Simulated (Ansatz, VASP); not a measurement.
# One calculation of NbP, two programs

```
Nb P
1.0
     3.31446    0.00000    0.00000
    -1.65723    2.87040    0.00000
     0.00000    0.00000    6.72273
Nb P
2 2
Cartesian
  0.0000 0.0000 0.0000
  0.0000 0.0000 3.3614
  0.0000 1.9136 1.6807
  1.6572 0.9568 5.0421
```

Change from the starting cell: relaxed end of: species swapped into the ScTe type (P6_3/mmc, No. 194).

Alike in both runs: functional PBE; k mesh 18 × 18 × 8; occupations gaussian, width 0.1 eV; no spin polarisation.

Ansatz relaxed the structure, and its values are those at the end. VASP's run is a single point on that final structure, the one shown.

```csv
,VASP,Ansatz
version,VASP 6.6.1,Ansatz 0.2.0
potentials or method,"VASP PAW PBE potentials, release 64 (Nb_sv, P), cutoff 520 eV","scalar-relativistic, plane waves, PAW"
valence electrons in the cell,36,36
```

Ansatz gave:

* gap on the k mesh at the Fermi level (eV): none
* pressure (GPa): 0.0

Q: What did VASP give for the same quantities?

A: gap on the k mesh at the Fermi level (eV): none; pressure (GPa): -0.4.

A gap of «none» marks a metal or a gap that the smearing closes.
